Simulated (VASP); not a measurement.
Input of a VASP 6.6.1 run:

Contents of POSCAR:

```
TaN
1.0
    5.1996298253      0.0000000000      0.0000000000
   -2.5998149126      4.5030115190      0.0000000000
    0.0000000000      0.0000000000      2.8230484954
Ta N
3 3
Direct
    0.3333333333      0.6666666667      0.5000000000
    0.6666666667      0.3333333333      0.5000000000
    0.0000000000      0.0000000000      0.0000000000
    0.3920947177      0.0000000000      0.0000000000
    0.6079052823      0.6079052823      0.0000000000
    0.0000000000      0.3920947177      0.0000000000
```

The input INCAR.step1:

```
ALGO = Normal ; EDIFF = 1E-4
ENCUT = 520 ; GGA = PE
ISMEAR = 0 ; LASPH = True
LCHARG = False ; LREAL = False
LWAVE = True ; NBANDS = 33
NELM = 100 ; PREC = Accurate
SIGMA = 0.1
```

Contents of INCAR.step2:

```
ALGO = Normal ; EDIFF = 1E-6
ENCUT = 520 ; ISIF = 2
ISMEAR = 0 ; ISTART = 1
LASPH = True ; LCHARG = False
LMIXTAU = True ; LREAL = False
LWAVE = False ; METAGGA = R2SCAN
NBANDS = 33 ; NELM = 100
PREC = Accurate ; SIGMA = 0.1
```

Contents of KPOINTS:

```
k-points
0
Gamma
  12 12 12
```

Potentials or basis: VASP PAW PBE potentials, release 64 (Ta_pv, N).

Command:

```sh
$ cat potpaw_PBE.64/Ta_pv/POTCAR potpaw_PBE.64/N/POTCAR > POTCAR
$ cp INCAR.step1 INCAR
$ mpirun -np 1 vasp_std > vasp.out
$ cp INCAR.step2 INCAR
$ mpirun -np 1 vasp_std > vasp.out
```

Question: Predict the band gap on the k mesh.

Answer: Zero (band 24 reaches 10.59 eV, above the bottom of band 25 at 7.30 eV).

Question: What does it give for the pressure?

Answer: 13.3 GPa.

Forces in eV/Å, atoms in the order of the input:
```
Ta   0.000  0.000  0.000
Ta   0.000  0.000  0.000
Ta   0.000  0.000  0.000
N   -0.002  0.000  0.000
N    0.001  0.002  0.000
N    0.001 -0.002  0.000
```

Caveat: the cell differs from its parent crystal (strain along c alone, the other axes held: -3.0 %, then relaxed in part); the PAW data sets were made with another functional, which shifts forces and pressure a little; spin-orbit coupling is left out, which moves the levels of the heavy elements.
